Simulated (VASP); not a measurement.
# HfN (Fm-3m) in VASP: a series of runs

The runs below take HfN through single point, with r2SCAN.

Program: VASP 6.6.1. These are calculated values, not measurements. Logs are shortened: lines on timing, memory, paths and dates and some standing lists are left out, and cuts for length are marked.

## 1. The cell of the first run

Symmetry: Fm-3m, No. 225, cubic system. Conventional cell: a = 4.525 Å, b = 4.525 Å, c = 4.525 Å, α = 90.00°, β = 90.00°, γ = 90.00°. Hf (site symmetry m-3m) has 6 N at 2.26 Å within 3.0 Å. N (site symmetry m-3m) has 6 Hf at 2.26 Å within 3.0 Å.

## 2. Single point, r2SCAN

The input, POSCAR:

```
HfN
1.0
    0.0000000000      2.2626988807      2.2626988807
    2.2626988807      0.0000000000      2.2626988807
    2.2626988807      2.2626988807      0.0000000000
Hf N
1 1
Direct
    0.0000000000      0.0000000000      0.0000000000
    0.5000000000      0.5000000000      0.5000000000
```

The input, INCAR.step1:

```
SYSTEM = HfN
PREC     = Accurate       ! precision mode
ENCUT    = 520            ! plane-wave cutoff, eV
ISMEAR   = 0              ! smearing method
SIGMA    = 0.1            ! smearing width, eV
LREAL    = .FALSE.        ! projectors in reciprocal space
LASPH    = .TRUE.         ! aspherical terms in the spheres
NELM     = 100            ! most SCF steps
NBANDS   = 14             ! bands
GGA      = PE             ! functional
ALGO     = Normal         ! electronic algorithm
EDIFF    = 1E-4           ! SCF threshold, eV
LWAVE    = .TRUE.         ! write WAVECAR
LCHARG   = .FALSE.        ! write CHGCAR
```

The input, INCAR.step2:

```
SYSTEM = HfN
PREC     = Accurate       ! precision mode
ENCUT    = 520            ! plane-wave cutoff, eV
EDIFF    = 1E-6           ! SCF threshold, eV
ISMEAR   = 0              ! smearing method
SIGMA    = 0.1            ! smearing width, eV
LREAL    = .FALSE.        ! projectors in reciprocal space
LASPH    = .TRUE.         ! aspherical terms in the spheres
NELM     = 100            ! most SCF steps
ALGO     = Normal         ! electronic algorithm
ISIF     = 2              ! what is computed and relaxed
LWAVE    = .FALSE.        ! write WAVECAR
LCHARG   = .FALSE.        ! write CHGCAR
METAGGA  = R2SCAN         ! meta-GGA
LMIXTAU  = .TRUE.       
NBANDS   = 14             ! bands
ISTART   = 1
```

The input, KPOINTS:

```
Automatic mesh
0
G
  16 16 16
  0 0 0
```

Potentials or basis: VASP PAW PBE potentials, release 64 (Hf_pv, N).

Run with:

```console
> cat potpaw_PBE.64/Hf_pv/POTCAR potpaw_PBE.64/N/POTCAR > POTCAR
> cp INCAR.step1 INCAR
> mpirun -np 1 vasp_std > vasp.out
> cp INCAR.step2 INCAR
> mpirun -np 1 vasp_std > vasp.out
```

OUTCAR:

```text
SYSTEM = HfN
   PREC = Accurate
   ENCUT = 520
   EDIFF = 1E-6
   ISMEAR = 0
   LREAL = .FALSE.
   LASPH = .TRUE.
   NELM = 100
   ISIF = 2
   METAGGA = R2SCAN
   ISTART = 1

 ion  position               nearest neighbor table
   1  0.000  0.000  0.000-   2 2.26   2 2.26   2 2.26   2 2.26   2 2.26   2 2.26
   2  0.500  0.500  0.500-   1 2.26   1 2.26   1 2.26   1 2.26   1 2.26   1 2.26

  LATTYP: Found a face centered cubic cell.
 ALAT       =     4.5253977614

  Lattice vectors:

 A1 = (   0.0000000000,   2.2626988807,   2.2626988807)
 A2 = (   2.2626988807,   0.0000000000,   2.2626988807)
 A3 = (   2.2626988807,   2.2626988807,   0.0000000000)

Analysis of symmetry for initial positions (statically):
=====================================================================
 Subroutine PRICEL returns:
 Original cell was already a primitive cell.

 Routine SETGRP: Setting up the symmetry group for a
 face centered cubic supercell.

 Subroutine GETGRP returns: Found 48 space group operations
 (whereof 48 operations were pure point group operations)
 out of a pool of 48 trial point group operations.

The static configuration has the point symmetry O_h .

Analysis of symmetry for dynamics (positions and initial velocities):
=====================================================================
 Subroutine PRICEL returns:
 Original cell was already a primitive cell.

 Routine SETGRP: Setting up the symmetry group for a
 face centered cubic supercell.

 Subroutine GETGRP returns: Found 48 space group operations
 (whereof 48 operations were pure point group operations)
 out of a pool of 48 trial point group operations.

The dynamic configuration has the point symmetry O_h .

 Subroutine INISYM returns: Found 48 space group operations
 (whereof 48 operations are pure point group operations),
 and found     1 'primitive' translations

----------------------------------------------------------------------------------------

                                     Primitive cell

  volume of cell :      23.1692

  direct lattice vectors                    reciprocal lattice vectors
     0.000000000  2.262698881  2.262698881    -0.220975051  0.220975051  0.220975051
     2.262698881  0.000000000  2.262698881     0.220975051 -0.220975051  0.220975051
     2.262698881  2.262698881  0.000000000     0.220975051  0.220975051 -0.220975051

  length of vectors
     3.199939445  3.199939445  3.199939445     0.382740015  0.382740015  0.382740015

[... 85 lines left out ...]
   NFREE  =      0    steps in history (QN), initial steepest desc. (CG)
   ISIF   =      2    stress and relaxation
   ISYM   =      2    0-nonsym 1-usesym 2-fastsym
   POTIM  = 0.5000    time-step for ionic-motion
   TEBEG  =    0.0;   TEEND  =   0.0 temperature during run
   PSTRESS=    0.0 pullay stress
   NELECT =      15.0000    total number of electrons
   NUPDOWN=      -1.0000    fix difference up-down
   EMIN   =  10.00;   EMAX   =-10.00  energy-range for DOS
   EFERMI =   0.00;   METHOD = LEGACY
   ISMEAR =     0;   SIGMA  =   0.10  broadening in eV -4-tet -1-fermi 0-gaus
   EFERMI_NEDOS =   21; number of points for ismear=-14 and -15
   IALGO  =     38    algorithm
   IMIX   =      4    mixing-type and parameters
     AMIX     =   0.40;   BMIX     =  1.00
     AMIX_MAG =   1.60;   BMIX_MAG =  1.00
  volume/ion in A,a.u.               =      11.58        78.18
  Fermi-wavevector in a.u.,A,eV,Ry     =   1.416234  2.676295 27.289478  2.005720
  Thomas-Fermi vector in A             =   2.537590
   LORBIT       =      0    0 simple, 1 ext, 2 COOP (PROOUT), +10 PAW based schemes
   METAGGA = R2SCAN    functional components
   LHFCALC =     F    Hartree Fock is set to
   AEXX    =    0.0000 exact exchange contribution
   IVDW    =     0    specifies the selected vdW correction
   LEPSILON=     F    determine dielectric tensor
   LRPA    =     F    only Hartree local field effects (RPA)
 non-spin polarized calculation
 Gauss-broadening in eV      SIGMA  =   0.10
  energy-cutoff  :      520.00
  volume of cell :       23.17
 maximum number of plane-waves:       636
   NGX = 11   NGY = 11   NGZ = 11

 number of electron      15.0000000 magnetization

 Free energy of the ion-electron system (eV)
  ---------------------------------------------------
  ext. energy  EPLUGINS =         0.00000000
  ---------------------------------------------------
  free energy    TOTEN  =       -58.23721234 eV

  energy without entropy =      -58.23435402  energy(sigma->0) =      -58.23578318

 E-fermi :   8.4870     XC(G=0): -13.5331

 val. band max:        8.4842447493   @ k =  -0.1250   0.0625   0.0000
 cond. band min:       8.5003211366   @ k =   0.3750   0.1250   0.0000
 fundamental gap:      0.0160763873
 Fermi energy:         8.4869585379

 k-point     1 :       0.0000    0.0000    0.0000
  band No.  band energies     occupation
      1     -24.0691      2.00000
      2     -24.0691      2.00000
      3     -24.0691      2.00000
      4     -10.1837      2.00000
      5       5.0666      2.00000
      6       5.0666      2.00000
      7       5.0666      2.00000
      8       8.1517      2.00000
      9       8.1517      2.00000
     10       8.1517      2.00000
     11      10.4860      0.00000
     12      10.4860      0.00000
     13      10.5005      0.00000
     14      18.5223      0.00000
[... 377 lines left out ...]
      1     -24.1642      2.00000
      2     -24.0925      2.00000
      3     -24.0705      2.00000
      4      -9.9513      2.00000
      5       4.0583      2.00000
      6       4.4068      2.00000
      7       4.7332      2.00000
      8       8.2985      1.99230
      9       8.3291      1.97446
     10       8.7703      0.00006
     11      10.6472      0.00000
     12      11.4860      0.00000
     13      11.5313      0.00000
     14      19.3242      0.00000

 [... further k-points ...]
[... 5 lines left out ...]
  --------------------------------------------------------------------------------------
  -------------------------------------------------------------------------------------
  Total       -0.3868785     -0.3868785     -0.3868785     -0.0000000     -0.0000000     -0.0000000
  in kB      -26.7531505    -26.7531505    -26.7531505     -0.0000000     -0.0000000     -0.0000000
  external PRESSURE =     -26.7531505 kB  Pullay stress =       0.0000000 kB

 VOLUME and BASIS-vectors are now :
 -----------------------------------------------------------------------------
  energy-cutoff  :      520.00
  volume of cell :       23.17
      direct lattice vectors                 reciprocal lattice vectors
     0.000000000  2.262698881  2.262698881    -0.220975051  0.220975051  0.220975051
     2.262698881  0.000000000  2.262698881     0.220975051 -0.220975051  0.220975051
     2.262698881  2.262698881  0.000000000     0.220975051  0.220975051 -0.220975051

 POSITION                                       TOTAL-FORCE (eV/Angst)
 -----------------------------------------------------------------------------------
      0.00000      0.00000      0.00000        -0.000000     -0.000000     -0.000000
      2.26270      2.26270      2.26270         0.000000      0.000000      0.000000
 -----------------------------------------------------------------------------------
    total drift:                                0.000000     -0.000000     -0.000000

  FREE ENERGIE OF THE ION-ELECTRON SYSTEM (eV)
  ---------------------------------------------------
  free  energy   TOTEN  =       -58.2372123436 eV

  energy  without entropy=      -58.2343540173  energy(sigma->0) =      -58.23578318
```

OUTCAR.step1:

```text
SYSTEM = HfN
   PREC = Accurate
   ENCUT = 520
   ISMEAR = 0
   LREAL = .FALSE.
   LASPH = .TRUE.
[... 629 lines left out ...]
      0.00000      0.00000      0.00000        -0.000000      0.000000      0.000000
      2.26270      2.26270      2.26270         0.000000     -0.000000     -0.000000
 -----------------------------------------------------------------------------------
    total drift:                                0.000000     -0.000000     -0.000000

  FREE ENERGIE OF THE ION-ELECTRON SYSTEM (eV)
  ---------------------------------------------------
  free  energy   TOTEN  =       -21.7593090875 eV

  energy  without entropy=      -21.7563715541  energy(sigma->0) =      -21.75784032
```

OSZICAR.step1:

```text
N       E                     dE             d eps       ncg     rms          rms(c)
DAV:   1     0.393438486438E+02    0.39344E+02   -0.77161E+03  4076   0.101E+03
DAV:   2    -0.226787942039E+02   -0.62023E+02   -0.58211E+02  5344   0.237E+02
DAV:   3    -0.247546574632E+02   -0.20759E+01   -0.20677E+01  4800   0.355E+01
DAV:   4    -0.247622573232E+02   -0.75999E-02   -0.75957E-02  4750   0.252E+00
DAV:   5    -0.247623039700E+02   -0.46647E-04   -0.46646E-04  4738   0.170E-01    0.485E+01
DAV:   6    -0.218661067048E+02    0.28962E+01   -0.82498E+00  4456   0.221E+01    0.414E+01
DAV:   7    -0.217871570972E+02    0.78950E-01   -0.45396E-01  5164   0.602E+00    0.265E+01
DAV:   8    -0.217652591311E+02    0.21898E-01   -0.11135E-01  4642   0.288E+00    0.608E+00
DAV:   9    -0.217594240777E+02    0.58351E-02   -0.16193E-02  4564   0.102E+00    0.198E+00
DAV:  10    -0.217593408541E+02    0.83224E-04   -0.10822E-03  5374   0.318E-01    0.447E-01
DAV:  11    -0.217593090875E+02    0.31767E-04   -0.67753E-05  2846   0.841E-02
   1 F= -.21759309E+02 E0= -.21757840E+02  d E =-.293753E-02
```

Wall time 2 min (1 thread of AMD EPYC 9R45 (Zen 5), shared host); peak memory 0.15 GiB.

Results:

```
Free energy : -58.2372 eV
Pressure    : -2.7 GPa
```

Levels at points of the mesh, in eV from the Fermi level:
| k point | band 4 | band 5 | band 6 | band 7 | band 8 | band 9 | band 10 | band 11 | band 12 | band 13 |
| --- | --- | --- | --- | --- | --- | --- | --- | --- | --- | --- |
| (0.00, 0.00, 0.00) | -18.67 | -3.42 | -3.42 | -3.42 | -0.34 | -0.34 | -0.34 | 2.00 | 2.00 | 2.01 |
| (0.50, 0.00, 0.00) | -16.01 | -9.31 | -6.62 | -6.62 | 3.36 | 3.75 | 3.75 | 4.58 | 9.02 | 9.02 |
| (0.50, 0.50, 0.00) | -17.62 | -5.94 | -4.13 | -4.13 | -3.87 | 4.11 | 5.52 | 5.52 | 5.75 | 8.43 |

Caveat: the PAW data sets were made with another functional, which shifts forces and pressure a little; spin-orbit coupling is left out, which moves the levels of the heavy elements.

## 3. Single point, r2SCAN

This run uses another cell than the first one, of the same volume but with other edges.

The input, POSCAR:

```
HfN
1.0
    3.1999394435      0.0000000000      0.0000000000
    0.0000000000      4.5253977598      0.0000000000
    1.5999697218      2.2626988799      1.5999697218
Hf N
1 1
Direct
    0.0000000000      0.0000000000      0.0000000000
    0.0000000000      0.5000000000      0.0000000000
```

Edit INCAR.step1 of step 2 so:

```diff
@@ -8,2 +8,3 @@
 NELM     = 100            ! most SCF steps
+ISYM     = 0            
 NBANDS   = 14             ! bands
```

Edit INCAR.step2 of step 2 so:

```diff
@@ -3,3 +3,3 @@
 ENCUT    = 520            ! plane-wave cutoff, eV
-EDIFF    = 1E-6           ! SCF threshold, eV
+EDIFF    = 1E-7           ! SCF threshold, eV
 ISMEAR   = 0              ! smearing method
@@ -15,2 +15,3 @@
 LMIXTAU  = .TRUE.       
+ISYM     = 0            
 NBANDS   = 14             ! bands
```

The input, KPOINTS:

```
regular mesh
0
G
  11 8 21
  0 0 0
```

Potentials or basis: VASP PAW PBE potentials, release 64 (Hf_pv, N).

Run with:

```console
> cat potpaw_PBE.64/Hf_pv/POTCAR potpaw_PBE.64/N/POTCAR > POTCAR
> cp INCAR.step1 INCAR
> mpirun -np 1 vasp_std > vasp.out
> cp INCAR.step2 INCAR
> mpirun -np 1 vasp_std > vasp.out
```

It took 7 min on 1 thread of Intel Xeon 6975P-C (Granite Rapids), shared host; peak memory 0.43 GiB.

Results (log left out):

```yaml
Free_energy: -58.2313 eV
Pressure: -2.6 GPa
```

Levels at points of the mesh, in eV from the Fermi level:
```
           k point  band 4  band 5  band 6  band 7  band 8  band 9  band 10  band 11
(0.00, 0.00, 0.00)  -18.67   -3.42   -3.42   -3.42   -0.34   -0.34    -0.34     1.99
(0.00, 0.50, 0.00)  -16.02   -9.32   -6.63   -6.63    3.36    3.75     3.75     4.58
```

Caveat: the PAW data sets were made with another functional, which shifts forces and pressure a little; spin-orbit coupling is left out, which moves the levels of the heavy elements.
